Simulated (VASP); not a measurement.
# WS2 (Cm) in VASP: a series of runs

Aim: see how the results for WS2 move with the level of theory and the settings. Levels: PBE, r2SCAN. Tasks: single point.

Everything below comes from runs of VASP 6.6.1. Logs are shortened: lines on timing, memory, paths and dates and some standing lists are left out, and cuts for length are marked.

### 1 The cell of the first run

It takes space group Cm (No. 8, monoclinic). The conventional cell has a = 5.494 Å, b = 3.049 Å, c = 6.501 Å, α = 90.00°, β = 106.36°, γ = 90.00°. Within 3.2 Å of W (site symmetry m) lie 6 S at 2.38 to 2.41 Å and 6 W at 3.05 to 3.14 Å. Within 3.2 Å of S (site symmetry m) lie 3 W at 2.39 to 2.41 Å and 7 S at 3.05 to 3.16 Å. S (site symmetry m) has 3 W at 2.38 to 2.41 Å and 7 S at 3.05 to 3.16 Å within 3.2 Å.

### 2 Single point, PBE (uniaxial x strain -3.9%)

The input, INCAR:

```
ALGO     = Normal         # electronic algorithm
EDIFF    = 1E-6           # SCF threshold, eV
ENCUT    = 520            # plane-wave cutoff, eV
GGA      = PE             # functional
ISIF     = 2              # what is computed and relaxed
ISMEAR   = -1             # smearing method
LASPH    = T              # aspherical terms in the spheres
LCHARG   = F              # write CHGCAR
LREAL    = F              # projectors in reciprocal space
LWAVE    = F              # write WAVECAR
NBANDS   = 20             # bands
NELM     = 100            # most SCF steps
PREC     = Accurate       # precision mode
SIGMA    = 0.02           # smearing width, eV
```

The input, KPOINTS:

```
k-points
0
Gamma
  10 10 10
```

The input, POSCAR:

```
WS2
1.0
    1.5243542974      0.9156121140      6.2374687378
   -1.5243542974      0.9156121140      6.2374687378
    0.0000000000     -1.8312242279      6.2374687378
W S
1 2
Direct
    0.0014330697      0.0014330697     -0.0029075810
    0.4170472751      0.4170472751      0.4195516138
    0.2481863219      0.2481863219      0.2500226340
```

Potentials or basis: VASP PAW PBE potentials, release 64 (W_sv, S).

Run with:

```console
$ cat potpaw_PBE.64/W_sv/POTCAR potpaw_PBE.64/S/POTCAR > POTCAR
$ mpirun -np 1 vasp_std > vasp.out
```

OUTCAR:

```text
EDIFF = 1E-6
   ENCUT = 520
   GGA = PE
   ISIF = 2
   ISMEAR = -1
   LASPH = T
   LREAL = F
   NELM = 100
   PREC = Accurate

 ion  position               nearest neighbor table
   1  0.001  0.001  0.997-   3 2.38   3 2.38   2 2.39   2 2.39   2 2.41   3 2.41
   2  0.417  0.417  0.420-   1 2.39   1 2.39   1 2.41
   3  0.248  0.248  0.250-   1 2.38   1 2.38   1 2.41

  LATTYP: Found a base centered monoclinic cell.
 ALAT       =     5.4936726838
 B/A-ratio  =     0.5549490787
 C/A-ratio  =     1.1833109269
 COS(beta)  =    -0.2816954747

  Lattice vectors:

 A1 = (   1.5243542974,   2.7468363419,   0.0000000000)
 A2 = (  -1.5243542974,   2.7468363419,   0.0000000000)
 A3 = (   0.0000000000,  -1.8312242279,   6.2374687378)

Analysis of symmetry for initial positions (statically):
=====================================================================
 Subroutine PRICEL returns:
 Original cell was already a primitive cell.

 Routine SETGRP: Setting up the symmetry group for a
 base centered monoclinic supercell.

 Subroutine GETGRP returns: Found  2 space group operations
 (whereof  2 operations were pure point group operations)
 out of a pool of  4 trial point group operations.

The static configuration has the point symmetry C_1h.

Analysis of symmetry for dynamics (positions and initial velocities):
=====================================================================
 Subroutine PRICEL returns:
 Original cell was already a primitive cell.

 Routine SETGRP: Setting up the symmetry group for a
 base centered monoclinic supercell.

 Subroutine GETGRP returns: Found  2 space group operations
 (whereof  2 operations were pure point group operations)
 out of a pool of  4 trial point group operations.

The dynamic configuration has the point symmetry C_1h.

 Subroutine INISYM returns: Found  2 space group operations
 (whereof  2 operations are pure point group operations),
 and found     1 'primitive' translations

----------------------------------------------------------------------------------------

                                     Primitive cell

  volume of cell :      52.2345

  direct lattice vectors                    reciprocal lattice vectors
     1.524354297  0.915612114  6.237468738     0.328007735  0.182027590  0.053440482
    -1.524354297  0.915612114  6.237468738    -0.328007735  0.182027590  0.053440482
     0.000000000 -1.831224228  6.237468738     0.000000000 -0.364055180  0.053440482
[... 78 lines left out ...]
   ISTART =      0    job   : 0-new  1-cont  2-samecut
   ICHARG =      2    charge: 1-file 2-atom 10-const
   ISPIN  =      1    spin polarized calculation?
   LNONCOLLINEAR =      F non collinear calculations
   LSORBIT =      F    spin-orbit coupling
   LASPH  =      T    aspherical Exc in radial PAW
   ENCUT  =  520.0 eV  38.22 Ry    6.18 a.u.  12.06 12.06 12.09*2*pi/ulx,y,z
   NELM   =    100;   NELMIN=  2; NELMDL= -5     # of ELM steps
   EDIFF  = 0.1E-05   stopping-criterion for ELM
   LREAL  =      F    real-space projection
   EDIFFG = 0.1E-04   stopping-criterion for IOM
   NSW    =      0    number of steps for IOM
   IBRION =     -1    ionic relax: 0-MD 1-quasi-New 2-CG
   NFREE  =      0    steps in history (QN), initial steepest desc. (CG)
   ISIF   =      2    stress and relaxation
   ISYM   =      2    0-nonsym 1-usesym 2-fastsym
   POTIM  = 0.5000    time-step for ionic-motion
   TEBEG  =    0.0;   TEEND  =   0.0 temperature during run
   PSTRESS=    0.0 pullay stress
   NELECT =      26.0000    total number of electrons
   NUPDOWN=      -1.0000    fix difference up-down
   EMIN   =  10.00;   EMAX   =-10.00  energy-range for DOS
   EFERMI =   0.00;   METHOD = LEGACY
   ISMEAR =    -1;   SIGMA  =   0.02  broadening in eV -4-tet -1-fermi 0-gaus
   EFERMI_NEDOS =   21; number of points for ismear=-14 and -15
   IALGO  =     38    algorithm
   IMIX   =      4    mixing-type and parameters
     AMIX     =   0.40;   BMIX     =  1.00
     AMIX_MAG =   1.60;   BMIX_MAG =  1.00
  volume/ion in A,a.u.               =      17.41       117.50
  Fermi-wavevector in a.u.,A,eV,Ry     =   1.297419  2.451766 22.902633  1.683296
  Thomas-Fermi vector in A             =   2.428813
   LORBIT       =      0    0 simple, 1 ext, 2 COOP (PROOUT), +10 PAW based schemes
   GGA     = PE    functional components
   LHFCALC =     F    Hartree Fock is set to
   AEXX    =    0.0000 exact exchange contribution
   IVDW    =     0    specifies the selected vdW correction
   LEPSILON=     F    determine dielectric tensor
   LRPA    =     F    only Hartree local field effects (RPA)
 non-spin polarized calculation
  energy-cutoff  :      520.00
  volume of cell :       52.23
 maximum number of plane-waves:      1434
   NGX = 25   NGY = 25   NGZ = 25

 number of electron      26.0000001 magnetization

 Free energy of the ion-electron system (eV)
  ---------------------------------------------------
  ext. energy  EPLUGINS =         0.00000000
  ---------------------------------------------------
  free energy    TOTEN  =       -23.53371148 eV

  energy without entropy =      -23.53371148  energy(sigma->0) =      -23.53371148

 E-fermi :   8.0244     XC(G=0): -11.0288

 val. band max:        7.5375994002   @ k =   0.5000   0.5000   0.5000
 cond. band min:       8.6888153555   @ k =  -0.2000   0.2000   0.0000
 fundamental gap:      1.1512159553
 Fermi energy:         8.0243586200

 k-point     1 :       0.0000    0.0000    0.0000
  band No.  band energies     occupation
      1     -66.8507      2.00000
      2     -31.1518      2.00000
      3     -30.9552      2.00000
      4     -30.8746      2.00000
      5      -8.0777      2.00000
      6      -6.1288      2.00000
[... 541 lines left out ...]
     19      15.1142      0.00000
     20      16.4222      0.00000

 [... further k-points ...]
[... 5 lines left out ...]
  --------------------------------------------------------------------------------------
  -------------------------------------------------------------------------------------
  Total        4.5610173      1.6595967      1.6456733      0.0000000      0.0472140      0.0000000
  in kB      139.8991965     50.9044880     50.4774170      0.0000000      1.4481856      0.0000000
  external PRESSURE =      80.4270338 kB  Pullay stress =       0.0000000 kB

 VOLUME and BASIS-vectors are now :
 -----------------------------------------------------------------------------
  energy-cutoff  :      520.00
  volume of cell :       52.23
      direct lattice vectors                 reciprocal lattice vectors
     1.524354297  0.915612114  6.237468738     0.328007735  0.182027590  0.053440482
    -1.524354297  0.915612114  6.237468738    -0.328007735  0.182027590  0.053440482
     0.000000000 -1.831224228  6.237468738     0.000000000 -0.364055180  0.053440482

 POSITION                                       TOTAL-FORCE (eV/Angst)
 -----------------------------------------------------------------------------------
      0.00000     -1.82328      6.23721         0.000000      0.031833      0.002288
      0.00000     -0.00459      7.81958         0.000000     -0.014599      0.221506
      0.00000     -0.00336      4.65562         0.000000     -0.017234     -0.223794
 -----------------------------------------------------------------------------------
    total drift:                                0.000000     -0.000078      0.000036

  FREE ENERGIE OF THE ION-ELECTRON SYSTEM (eV)
  ---------------------------------------------------
  free  energy   TOTEN  =       -23.5337114841 eV

  energy  without entropy=      -23.5337114841  energy(sigma->0) =      -23.53371148
```

stdout:

```text
POSCAR found type information on POSCAR W S
 POSCAR found :  2 types and       3 ions
 scaLAPACK will be used
 LDA part: xc-table for (Slater+PW92), standard interpolation
 POSCAR, INCAR and KPOINTS ok, starting setup
 FFT: planning ... GRIDC
 FFT: planning ... GRID_SOFT
 FFT: planning ... GRID
 WAVECAR not read
 entering main loop
```

It took 5.7 min on 1 thread of Intel Xeon 6975P-C (Granite Rapids), shared host; peak memory 0.49 GiB.

What came out:

```yaml
Free_energy: -23.5337 eV
Pressure: 8.0 GPa
Largest_force: 0.224 eV/Å
Band_gap_on_the_k_mesh: 1.15 eV (least direct gap 2.35 eV)
```

Forces on the atoms (eV/Å):
```
W    0.000  0.032  0.002
S    0.000 -0.015  0.222
S    0.000 -0.017 -0.224
```

Caveat: the cell differs from its parent crystal (uniaxial x strain -3.9%); the stress differs along the axes, from 5 to 14 GPa; spin-orbit coupling is left out, which moves the levels of the heavy elements. A k mesh can miss the band edges.

### 3 Single point, r2SCAN (uniaxial x strain -3.9%)

POSCAR is that of step 2.

The input, INCAR.step1:

```
ALGO = Normal
EDIFF = 1E-4
ENCUT = 520
GGA = PE
ISMEAR = 0
LASPH = True
LCHARG = False
LREAL = False
LWAVE = True
NBANDS = 20
NELM = 60
PREC = Accurate
SIGMA = 0.01
```

The input, INCAR.step2:

```
ALGO = Normal
EDIFF = 1E-6
ENCUT = 520
ISIF = 2
ISMEAR = 0
ISTART = 1
LASPH = True
LCHARG = False
LMIXTAU = True
LREAL = False
LWAVE = False
METAGGA = R2SCAN
NBANDS = 20
NELM = 60
PREC = Accurate
SIGMA = 0.01
```

KPOINTS is that of step 2.

Potentials or basis: VASP PAW PBE potentials, release 64 (W_sv, S).

Run with:

```console
$ cat potpaw_PBE.64/W_sv/POTCAR potpaw_PBE.64/S/POTCAR > POTCAR
$ cp INCAR.step1 INCAR
$ mpirun -np 1 vasp_std > vasp.out
$ cp INCAR.step2 INCAR
$ mpirun -np 1 vasp_std > vasp.out
```

Wall time 24 min (1 thread of Intel Xeon 6975P-C (Granite Rapids), shared host); peak memory 0.55 GiB.

Results (log left out):

- Free energy: -69.9720 eV
- Pressure: 6.4 GPa
- Largest force: 0.029 eV/Å
- Band gap on the k mesh: 1.27 eV (least direct gap 2.49 eV)

Forces in eV/Å, atoms in the order of the input:
```
W    0.000 -0.002  0.000
S    0.000  0.001 -0.029
S    0.000  0.001  0.028
```

Stress tensor (GPa, compression positive):
```
13.23  0.00  0.00
 0.00  3.97  0.16
 0.00  0.16  1.88
```

Levels at points of the mesh, in eV from the valence-band top:
| k point | band 10 | band 11 | band 12 | band 13 | band 14 | band 15 | band 16 | band 17 |
| --- | --- | --- | --- | --- | --- | --- | --- | --- |
| (0.00, 0.00, 0.00) | -2.29 | -1.92 | -1.72 | -1.31 | 2.56 | 2.67 | 2.85 | 3.13 |
| (0.50, 0.00, 0.00) | -4.30 | -2.68 | -1.80 | -1.59 | 2.76 | 3.08 | 4.16 | 4.28 |
| (0.50, 0.50, 0.00) | -3.71 | -3.44 | -1.63 | -1.52 | 2.79 | 3.24 | 3.82 | 4.94 |
| (0.00, 0.00, 0.50) | -3.78 | -2.81 | -1.86 | -1.34 | 2.83 | 3.02 | 4.30 | 4.50 |
| (0.50, 0.00, 0.50) | -4.23 | -3.24 | -1.99 | -1.42 | 2.76 | 3.27 | 3.73 | 4.76 |
| (0.50, 0.50, 0.50) | -3.15 | -2.24 | -1.89 | 0.00 | 2.52 | 2.67 | 2.93 | 3.00 |

Caveat: the cell differs from its parent crystal (uniaxial x strain -3.9%); the stress differs along the axes, from 2 to 13 GPa; the PAW data sets were made with another functional, which shifts forces and pressure a little; spin-orbit coupling is left out, which moves the levels of the heavy elements. A k mesh can miss the band edges.
